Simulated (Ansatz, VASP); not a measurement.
## Eu in VASP and in Ansatz

```
Eu
1.0
    -2.05443    2.05443    2.05443
     2.05443   -2.05443    2.05443
     2.05443    2.05443   -2.05443
Eu
1
Direct
  0.00000 0.00000 0.00000
```

Alike in both runs: task single point; functional LDA; k mesh 12 × 12 × 12; occupations fermi-dirac, width 0.05 eV; collinear spin.

```csv
,VASP,Ansatz
version,VASP 6.6.1,Ansatz 0.2.0
potentials or method,"VASP PAW PBE potentials, release 64 (Eu), cutoff 520 eV","plane waves (420 eV) with PAW, scalar-relativistic"
valence electrons in the cell,17,17
```

VASP gave:

```
pressure (GPa)                                                : -0.3
net moment per atom (μB)                                      : 7.13
size of the moment on the site where the two differ most (μB) : 6.64
```

Question: What did Ansatz give for the same quantities?

Answer: Pressure (GPa): -0.1; net moment per atom (μB): 7.15; size of the moment on the site where the two differ most (μB): 6.92.

VASP's potentials were made for PBE, not for LDA, and Ansatz warns of the same on its side. LDA's correlation is that of Perdew and Zunger in VASP and of Perdew and Wang (1992) in Ansatz. Site moments also hang on the region over which each program counts them.

Spin-orbit coupling is off throughout.
